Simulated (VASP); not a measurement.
**Ti: single point with PBE0**

Ti:

```
Ti
1.0
    -1.63004    1.63004    1.63004
     1.63004   -1.63004    1.63004
     1.63004    1.63004   -1.63004
Ti
1
Direct
  0.00000 0.00000 0.00000
```

This isn't the form of Ti at room conditions, which is hcp.

```json
{"Program": "VASP 6.6.1", "Task": "single point", "Functional": "PBE0", "Potentials or basis": "VASP PAW PBE potentials, release 64 (Ti_sv)", "Cutoff": "520 eV", "k mesh": "6 × 6 × 6", "Occupations": "fermi-dirac, width 0.05 eV", "Spin": "no spin polarisation"}
```

```yaml
Pressure: -0.6 GPa
Band_gap_on_the_k_mesh: zero (bands 6 and 7 overlap by 3.30 eV)
```

Levels at points of the mesh, in eV from the Fermi level:
```csv
k point,band 3,band 4,band 5,band 6,band 7,band 8,band 9,band 10
"(0.00, 0.00, 0.00)",-36.15,-36.15,-7.62,2.08,2.08,2.08,3.87,3.87
"(0.50, 0.00, 0.00)",-36.37,-36.16,-3.40,-0.51,1.12,3.84,4.12,5.55
"(0.50, 0.50, 0.50)",-36.63,-36.63,-3.12,-3.12,5.21,5.21,5.21,9.39
```

Wall time 24 min on 1 thread of AMD EPYC 7R43 64-Core Processor (Zen 3), with other jobs on the host, peak memory 0.11 GiB.

Caveat: the k points lie up to 0.45 Å⁻¹ apart, too coarse for converged energies and pressures of a metal; the PAW data sets were made with another functional, which shifts forces and pressure a little.
